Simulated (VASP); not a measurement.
# Zr2Nb3Cu3 in VASP: a series of runs

Runs on Zr2Nb3Cu3. Level: PBE. Tasks: single point.

Everything below comes from runs of VASP 6.6.1. Logs are shortened: lines on timing, memory, paths and dates and some standing lists are left out, and cuts for length are marked.

## 1. The cell of the first run

The cell holds a disordered packing, 16 atoms: a = 6.819 Å, b = 6.652 Å, c = 6.490 Å, α = 93.75°, β = 90.95°, γ = 89.10°.

## 2. Single point, PBE

Contents of INCAR:

```
ALGO = Normal
EDIFF = 1E-6
ENCUT = 400
GGA = PE
GGA_COMPAT = False
ISIF = 2
ISMEAR = -1
ISYM = -1
LASPH = True
LCHARG = False
LREAL = Auto
LWAVE = False
NBANDS = 110
NELM = 120
PREC = Accurate
SIGMA = 0.2594
```

Contents of KPOINTS:

```
explicit points
1
Reciprocal
  0.25000000   0.25000000   0.25000000 1
```

Contents of POSCAR:

```
Zr2Nb3Cu3
1.0
    6.8185840000      0.0521060000     -0.0543080000
    0.0521060000      6.6479630000     -0.2149050000
   -0.0543080000     -0.2149050000      6.4861440000
Nb Cu Zr
6 6 4
Direct
    0.8103432652      0.7830933288      0.2211917888
    0.1079700208      0.4614740264      0.5082717423
    0.7810156263      0.8016868117      0.7183167535
    0.0926429955      0.0915353253      0.0114455761
    0.2637427329      0.7743598048      0.7736018710
    0.8030252534      0.2751588554      0.2165716193
    0.4318200668      0.3783032409      0.8094989168
   -0.0201375685      0.0579373502      0.4652570765
    0.5816058936      0.6365640702     -0.0321232994
    0.3153434701      0.3026682426      0.2056376781
    0.9789643446      0.5040638341      0.9075341889
    0.4805545848      0.0692247146      0.9575352776
    0.5054272855      0.0773354476      0.4216513724
    0.7596798122      0.2823978556      0.7282211746
    0.2207017041      0.7397603061      0.2252717573
    0.5494975364      0.5780241940      0.4486381125
```

Potentials or basis: VASP PAW PBE potentials, release 64 (Nb_sv, Cu, Zr_sv).

Command:

```sh
cat potpaw_PBE.64/Nb_sv/POTCAR potpaw_PBE.64/Cu/POTCAR potpaw_PBE.64/Zr_sv/POTCAR > POTCAR
mpirun -np 1 vasp_std > vasp.out
```

OUTCAR:

```text
EDIFF = 1E-6
   ENCUT = 400
   GGA = PE
   ISIF = 2
   ISMEAR = -1
   ISYM = -1
   LASPH = True
   LREAL = Auto
   NELM = 120
   PREC = Accurate

 ion  position               nearest neighbor table
   1  0.810  0.783  0.221-   9 2.42   8 2.61  16 2.76  15 2.81  11 2.90  13 3.08
   2  0.108  0.461  0.508-  10 2.60  11 2.75  15 2.82   5 2.82   8 2.83   6 3.01  14 3.09  16 3.16

   3  0.781  0.802  0.718-   9 2.46  16 2.72  11 2.73   8 2.82  14 3.20  13 3.29  14 3.46
   4  0.093  0.092  0.011-  10 2.37   6 2.64  12 2.67   5 2.78  15 2.91  14 3.20
   5  0.264  0.774  0.774-   9 2.67  12 2.68   4 2.78   2 2.82  11 2.85   7 2.88  15 2.97  16 3.11

   6  0.803  0.275  0.217-   8 2.52   4 2.64  13 2.83  11 2.88  16 2.98   2 3.01  14 3.18  14 3.34

   7  0.432  0.378  0.809-   9 2.20  12 2.34  14 2.37  10 2.78   5 2.88  16 2.90  13 3.15
   8  0.980  0.058  0.465-   6 2.52   1 2.61  14 2.66   3 2.82   2 2.83  15 3.02  13 3.24
   9  0.582  0.637  0.968-   7 2.20   1 2.42   3 2.46   5 2.67  14 2.99  15 3.04  16 3.18
  10  0.315  0.303  0.206-   4 2.37  12 2.44  13 2.46   2 2.60   7 2.78  16 2.83  15 2.96
  11  0.979  0.504  0.908-  14 2.36   3 2.73   2 2.75   5 2.85   6 2.88   1 2.90  15 3.00
  12  0.481  0.069  0.958-   7 2.34  10 2.44   4 2.67   5 2.68  14 2.88  13 3.01
  13  0.505  0.077  0.422-  10 2.46   6 2.83  14 2.90  12 3.01   1 3.08   7 3.15  15 3.18   8 3.24
                             3 3.29  16 3.34  16 3.35
  14  0.760  0.282  0.728-  11 2.36   7 2.37   8 2.66  12 2.88  13 2.90   9 2.99  16 3.08   2 3.09
                             6 3.18   3 3.20   4 3.20   6 3.34   3 3.46
  15  0.221  0.740  0.225-   1 2.81   2 2.82  16 2.88   4 2.91  10 2.96   5 2.97  11 3.00   8 3.02
                             9 3.04  13 3.18
  16  0.549  0.578  0.449-   3 2.72   1 2.76  10 2.83  15 2.88   7 2.90   6 2.98  14 3.08   5 3.11
                             2 3.16   9 3.18  13 3.34  13 3.35

IMPORTANT INFORMATION: All symmetrisations will be switched off!
NOSYMM: (Re-)initialisation of all symmetry stuff for point group C_1.

----------------------------------------------------------------------------------------

                                     Primitive cell

  volume of cell :     293.6640

  direct lattice vectors                    reciprocal lattice vectors
     6.818584000  0.052106000 -0.054308000     0.146675995 -0.001111120  0.001191292
     0.052106000  6.647963000 -0.214905000    -0.001111120  0.150591719  0.004980243
    -0.054308000 -0.214905000  6.486144000     0.001191292  0.004980243  0.154349792

  length of vectors
     6.818999352  6.651639741  6.489930470     0.146685041  0.150678144  0.154434712

  position of ions in fractional coordinates (direct lattice)
     0.810343265  0.783093329  0.221191789
     0.107970021  0.461474026  0.508271742
     0.781015626  0.801686812  0.718316753
     0.092642996  0.091535325  0.011445576
     0.263742733  0.774359805  0.773601871
     0.803025253  0.275158855  0.216571619
     0.431820067  0.378303241  0.809498917
     0.979862432  0.057937350  0.465257077
     0.581605894  0.636564070  0.967876701
     0.315343470  0.302668243  0.205637678
     0.978964345  0.504063834  0.907534189
     0.480554585  0.069224715  0.957535278
     0.505427285  0.077335448  0.421651372
     0.759679812  0.282397856  0.728221175
     0.220701704  0.739760306  0.225271757
     0.549497536  0.578024194  0.448638112

  ion indices of the primitive-cell ions
   primitive index   ion index
                 1           1
                 2           2
                 3           3
                 4           4
                 5           5
                 6           6
                 7           7
                 8           8
                 9           9
                10          10
                11          11
                12          12
                13          13
                14          14
                15          15
                16          16

----------------------------------------------------------------------------------------

 KPOINTS: explicit points

Read explicit list of k-points.

 Found      1 k-points:

 Following reciprocal coordinates:
            Coordinates               Weight
  0.250000  0.250000  0.250000      1.000000
   k-points           NKPTS =      1   k-points in BZ     NKDIM =      1   number of bands    NBANDS=    110
   number of dos      NEDOS =    301   number of ions     NIONS =     16
   total plane-waves  NPLWV =  96768
   dimension x,y,z NGX =    48 NGY =   48 NGZ =   42
   dimension x,y,z NGXF=    96 NGYF=   96 NGZF=   84
   ions per type =               6   6   4
   NGX,Y,Z   is equivalent  to a cutoff of  11.70, 12.00, 10.76 a.u.
   NGXF,Y,Z  is equivalent  to a cutoff of  23.40, 23.99, 21.52 a.u.
 SYSTEM =  unknown system
   PREC   = accura    normal or accurate (medium, high low for compatibility)
   ISTART =      0    job   : 0-new  1-cont  2-samecut
   ICHARG =      2    charge: 1-file 2-atom 10-const
   ISPIN  =      1    spin polarized calculation?
   LNONCOLLINEAR =      F non collinear calculations
   LSORBIT =      F    spin-orbit coupling
   LASPH  =      T    aspherical Exc in radial PAW
   ENCUT  =  400.0 eV  29.40 Ry    5.42 a.u.  11.12 10.85 10.58*2*pi/ulx,y,z
   NELM   =    120;   NELMIN=  2; NELMDL= -5     # of ELM steps
   EDIFF  = 0.1E-05   stopping-criterion for ELM
   LREAL  =      T    real-space projection
   EDIFFG = 0.1E-04   stopping-criterion for IOM
   NSW    =      0    number of steps for IOM
   IBRION =     -1    ionic relax: 0-MD 1-quasi-New 2-CG
   NFREE  =      0    steps in history (QN), initial steepest desc. (CG)
   ISIF   =      2    stress and relaxation
   ISYM   =     -1    0-nonsym 1-usesym 2-fastsym
   POTIM  = 0.5000    time-step for ionic-motion
   TEBEG  =    0.0;   TEEND  =   0.0 temperature during run
   PSTRESS=    0.0 pullay stress
   NELECT =     192.0000    total number of electrons
   NUPDOWN=      -1.0000    fix difference up-down
   EMIN   =  10.00;   EMAX   =-10.00  energy-range for DOS
   EFERMI =   0.00;   METHOD = LEGACY
   ISMEAR =    -1;   SIGMA  =   0.26  broadening in eV -4-tet -1-fermi 0-gaus
   EFERMI_NEDOS =   21; number of points for ismear=-14 and -15
   IALGO  =     38    algorithm
   IMIX   =      4    mixing-type and parameters
     AMIX     =   0.40;   BMIX     =  1.00
     AMIX_MAG =   1.60;   BMIX_MAG =  1.00
  volume/ion in A,a.u.               =      18.35       123.86
  Fermi-wavevector in a.u.,A,eV,Ry     =   1.420883  2.685080 27.468919  2.018909
  Thomas-Fermi vector in A             =   2.541751
   LORBIT       =      0    0 simple, 1 ext, 2 COOP (PROOUT), +10 PAW based schemes
   GGA     = PE    functional components
   LHFCALC =     F    Hartree Fock is set to
   AEXX    =    0.0000 exact exchange contribution
   IVDW    =     0    specifies the selected vdW correction
   LEPSILON=     F    determine dielectric tensor
   LRPA    =     F    only Hartree local field effects (RPA)
 non-spin polarized calculation
  energy-cutoff  :      400.00
  volume of cell :      293.66
 maximum number of plane-waves:      5343
 NGX is ok and might be reduce to    48
   NGX = 23   NGY = 21   NGZ = 21

 number of electron     192.0000048 magnetization

 Free energy of the ion-electron system (eV)
  ---------------------------------------------------
  ext. energy  EPLUGINS =         0.00000000
  ---------------------------------------------------
  free energy    TOTEN  =      -112.09167853 eV

  energy without entropy =     -108.17014246  energy(sigma->0) =     -110.13091049

 E-fermi :   8.6766     XC(G=0): -11.6279

 val. band max:        8.6646677550   @ k =   0.2500   0.2500   0.2500
 cond. band min:       8.7110373063   @ k =   0.2500   0.2500   0.2500
 fundamental gap:      0.0463695513
 Fermi energy:         8.6765625883

 k-point     1 :       0.2500    0.2500    0.2500
  band No.  band energies     occupation
      1     -46.2495      2.00000
      2     -46.1830      2.00000
      3     -46.1498      2.00000
      4     -46.0936      2.00000
      5     -46.0334      2.00000
      6     -46.0012      2.00000
      7     -40.0563      2.00000
      8     -39.8708      2.00000
      9     -39.8150      2.00000
     10     -39.5733      2.00000
     11     -22.6848      2.00000
     12     -22.4438      2.00000
     13     -22.4015      2.00000
     14     -22.3924      2.00000
     15     -22.3303      2.00000
     16     -22.3008      2.00000
     17     -22.2865      2.00000
     18     -22.2514      2.00000
     19     -22.2437      2.00000
     20     -22.2099      2.00000
     21     -22.1999      2.00000
     22     -22.1563      2.00000
     23     -22.1149      2.00000
     24     -22.0960      2.00000
     25     -22.0602      2.00000
     26     -22.0379      2.00000
     27     -21.9019      2.00000
     28     -21.6368      2.00000
     29     -18.4252      2.00000
     30     -18.2294      2.00000
     31     -18.1223      2.00000
     32     -18.0934      2.00000
     33     -17.9915      2.00000
     34     -17.9656      2.00000
     35     -17.8988      2.00000
     36     -17.8845      2.00000
     37     -17.7484      2.00000
     38     -17.6505      2.00000
     39     -17.6159      2.00000
     40     -17.4632      2.00000
     41       2.4624      2.00000
     42       3.6751      2.00000
     43       3.8767      2.00000
     44       4.1790      2.00000
     45       4.3302      2.00000
     46       4.3510      2.00000
     47       4.4339      2.00000
     48       4.5030      2.00000
     49       4.5561      2.00000
     50       4.6023      2.00000
     51       4.6479      2.00000
     52       4.6953      2.00000
     53       4.7327      2.00000
     54       4.7917      2.00000
     55       4.8393      2.00000
     56       4.9290      2.00000
     57       4.9719      2.00000
     58       5.0405      2.00000
     59       5.1073      2.00000
     60       5.1408      2.00000
     61       5.1646      2.00000
     62       5.2231      2.00000
     63       5.2904      2.00000
     64       5.3100      2.00000
     65       5.3536      1.99999
     66       5.3709      1.99999
     67       5.3943      1.99999
     68       5.4464      1.99999
     69       5.5919      1.99999
     70       5.6269      1.99998
     71       5.7000      1.99998
     72       5.7442      1.99998
     73       5.8235      1.99997
     74       5.9735      1.99994
     75       6.0845      1.99991
     76       6.1489      1.99988
     77       6.2323      1.99984
     78       6.5066      1.99953
     79       6.6658      1.99914
     80       6.7772      1.99868
     81       6.8488      1.99826
     82       6.8831      1.99801
     83       7.0768      1.99581
     84       7.1852      1.99365
     85       7.3355      1.98869
     86       7.4697      1.98110
     87       7.5744      1.97184
     88       7.6675      1.95994
     89       7.8281      1.92683
     90       7.9685      1.87751
     91       8.0820      1.81644
     92       8.1791      1.74379
     93       8.3505      1.55699
     94       8.3839      1.51108
     95       8.5219      1.28957
     96       8.6647      1.02292
     97       8.7110      0.93365
     98       8.8194      0.73149
     99       8.9049      0.58631
    100       9.0427      0.39196
    101       9.1323      0.29434
    102       9.2453      0.20084
    103       9.4237      0.10629
    104       9.5814      0.05930
    105       9.7629      0.02990
    106       9.9216      0.01633
    107      10.0773      0.00899
    108      10.2243      0.00511
 [bands above 108 left out]

------------------------ aborting loop because EDIFF is reached ----------------------------------------

  FORCE on cell =-STRESS in cart. coord.  units (eV):
  Direction    XX          YY          ZZ          XY          YZ          ZX
  --------------------------------------------------------------------------------------
  -------------------------------------------------------------------------------------
  Total        5.2848360      1.9520356     -2.3428740      6.3447971      2.7940966      5.2461311
  in kB       28.8331020     10.6499505    -12.7822936     34.6160569     15.2440816     28.6219349
  external PRESSURE =       8.9002529 kB  Pullay stress =       0.0000000 kB

 VOLUME and BASIS-vectors are now :
 -----------------------------------------------------------------------------
  energy-cutoff  :      400.00
  volume of cell :      293.66
      direct lattice vectors                 reciprocal lattice vectors
     6.818584000  0.052106000 -0.054308000     0.146675995 -0.001111120  0.001191292
     0.052106000  6.647963000 -0.214905000    -0.001111120  0.150591719  0.004980243
    -0.054308000 -0.214905000  6.486144000     0.001191292  0.004980243  0.154349792

 POSITION                                       TOTAL-FORCE (eV/Angst)
 -----------------------------------------------------------------------------------
      5.55418      5.20066      1.22238         0.448588      1.016587      0.325631
      0.73265      2.96426      3.19169        -1.263070     -0.124867      0.407307
      5.32818      5.21591      4.44440         1.418370      0.546703     -0.686469
      0.63584      0.61089      0.04953        -1.834942     -1.030389     -1.064336
      1.79669      4.99541      4.83696        -0.298681      0.460283     -1.825657
      5.47807      1.82455      1.30197        -0.160996      1.369758     -0.861895
      2.92015      2.36348      5.14578        -3.634994     -0.440791     -0.295306
      6.65903      0.33624      2.95206         1.320700     -0.488931      0.590555
      3.94633      4.05416      6.10940        -0.326694     -0.037812      0.781180
      2.15480      1.98437      1.25163         0.646636      2.190448     -0.400551
      6.65213      3.20697      5.72491         1.780846      1.162047      1.357994
      3.22831      0.27946      6.16974         1.274536     -1.200853      0.338389
      3.42743      0.44984      2.69082        -0.367849     -1.478071      1.261498
      5.15511      1.76046      4.62140         1.087854     -1.340344     -0.331806
      1.53119      4.88099      1.29018        -0.084247     -0.035998     -0.174197
      3.75255      3.77490      2.75587        -0.006055     -0.567770      0.577663
 -----------------------------------------------------------------------------------
    total drift:                                0.000082      0.000570     -0.003901

  FREE ENERGIE OF THE ION-ELECTRON SYSTEM (eV)
  ---------------------------------------------------
  free  energy   TOTEN  =      -112.0916785306 eV

  energy  without entropy=     -108.1701424572  energy(sigma->0) =     -110.13091049
```

Run time: 1.7 min. Hardware: 1 thread of Intel Xeon Platinum 8375C at 2.90GHz (Ice Lake), shared host; peak memory 0.31 GiB.

Results:

```yaml
Free_energy: -112.0917 eV
Pressure: 0.9 GPa
Largest_force: 3.674 eV/Å
```

Forces on the atoms (eV/Å):
```
Nb   0.449  1.017  0.326
Nb  -1.263 -0.125  0.407
Nb   1.418  0.547 -0.686
Nb  -1.835 -1.030 -1.064
Nb  -0.299  0.460 -1.826
Nb  -0.161  1.370 -0.862
Cu  -3.635 -0.441 -0.295
Cu   1.321 -0.489  0.591
Cu  -0.327 -0.038  0.781
Cu   0.647  2.190 -0.401
Cu   1.781  1.162  1.358
Cu   1.275 -1.201  0.338
Zr  -0.368 -1.478  1.261
Zr   1.088 -1.340 -0.332
Zr  -0.084 -0.036 -0.174
Zr  -0.006 -0.568  0.578
```

Caveat: the atoms stand as in a frame of molecular dynamics.

## 3. Single point, PBE

Contents of INCAR:

```
PREC = Accurate
ENCUT = 400
EDIFF = 1E-6
ISMEAR = -1
SIGMA = 0.2594
LREAL = Auto
LASPH = T
NELM = 120
ALGO = Normal
ISIF = 2
LWAVE = F
LCHARG = F
GGA = PE
ISYM = -1
NBANDS = 110
GGA_COMPAT = F
```

KPOINTS is that of step 2.

Contents of POSCAR:

```
Zr2Nb3Cu3
1.0
    6.8185840000      0.0521060000     -0.0543080000
    0.0521060000      6.6479630000     -0.2149050000
   -0.0543080000     -0.2149050000      6.4861440000
Nb Cu Zr
6 6 4
Direct
    0.8434538531      0.8177693252      0.2214523774
    0.0424750070      0.5004307166      0.4423261025
    0.8839701012      0.7967050564      0.6691555951
    0.0282917263      0.0846869232      0.0039259243
    0.2393475697      0.7416995235      0.7548704475
    0.7642143477      0.3266642303      0.1524248813
    0.4237214543      0.3817811938      0.8074762374
   -0.0136150200      0.0842540348      0.3952084950
    0.6118878697      0.6268829443      0.0237018613
    0.2600621497      0.2560175484      0.1859332612
    1.0704347810      0.4749680354      0.9121704942
    0.5494651396     -0.0213320098      1.0561737447
    0.4263267761      0.0528190723      0.4387958450
    0.7566495109      0.2539439806      0.6857968236
    0.3015885976      0.7290249580      0.2030595963
    0.5852443911      0.5743919960      0.4622948803
```

Potentials or basis: VASP PAW PBE potentials, release 64 (Nb_sv, Cu, Zr_sv).

Command:

```sh
cat potpaw_PBE.64/Nb_sv/POTCAR potpaw_PBE.64/Cu/POTCAR potpaw_PBE.64/Zr_sv/POTCAR > POTCAR
mpirun -np 1 vasp_std > vasp.out
```

Run time: 2 min. Hardware: 1 thread of Intel Xeon Platinum 8375C at 2.90GHz (Ice Lake), shared host; peak memory 0.31 GiB.

It converged, with:

```
Free energy   : -110.6311 eV
Pressure      : 5.8 GPa
Largest force : 3.911 eV/Å
```

Forces on the atoms (eV/Å):
```
Nb  -0.016 -1.490 -0.158
Nb   0.398 -1.536  0.352
Nb  -1.531  0.505  1.087
Nb  -0.965 -1.964 -3.195
Nb   2.247  1.036 -0.578
Nb  -0.674 -0.696  1.054
Cu  -1.332 -0.447  0.536
Cu   1.957  1.615  2.051
Cu  -0.343 -0.808 -3.069
Cu   2.630  2.878  0.302
Cu  -1.069 -0.302  0.629
Cu  -0.182  1.695 -1.613
Zr   0.338  0.282  2.505
Zr   1.445 -0.116  0.224
Zr  -2.073 -0.449 -0.665
Zr  -0.831 -0.202  0.539
```

Stress tensor (GPa, compression positive):
```
6.51 3.07 4.16
3.07 7.08 2.37
4.16 2.37 3.74
```

Levels at points of the mesh, in eV from the Fermi level:
```tsv
k point	band 92	band 93	band 94	band 95	band 96	band 97	band 98	band 99	band 100	band 101
(0.25, 0.25, 0.25)	-0.58	-0.43	-0.33	-0.30	-0.03	0.07	0.18	0.35	0.43	0.53
```

Caveat: the atoms stand as in a frame of molecular dynamics.

(Continued in part 2 of 2.)
